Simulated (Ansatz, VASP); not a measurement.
# One calculation of Ti4N3O, two programs

```
Ti N O
1.0
     4.33794    0.00000    0.00000
     0.00000    4.33794    0.00000
     0.00000    0.00000    4.33794
Ti N O
4 3 1
Direct
  0.00000 0.00000 0.00000
  0.50000 0.00000 0.50000
  0.00000 0.50000 0.50000
  0.50000 0.50000 0.00000
  0.00000 0.50000 0.00000
  0.50000 0.00000 0.00000
  0.00000 0.00000 0.50000
  0.50000 0.50000 0.50000
```

Alike in both runs: task single point; functional PBE; k mesh 10 × 10 × 10; occupations gaussian, width 0.1 eV; no spin polarisation.

|  | VASP | Ansatz |
| --- | --- | --- |
| version | VASP 6.6.1 | Ansatz 0.2.0 |
| potentials or method | VASP PAW PBE potentials, release 64 (Ti_sv, N, O), cutoff 520 eV | scalar-relativistic, plane waves, PAW |
| valence electrons in the cell | 69 | 69 |

Ansatz gave:

```
gap on the k mesh at the Fermi level (eV) : none
pressure (GPa)                            : -13.5
```

Task: Estimate VASP's values.

Result: gap on the k mesh at the Fermi level (eV): none; pressure (GPa): -13.1.

A gap of «none» marks a metal or a gap that the smearing closes.
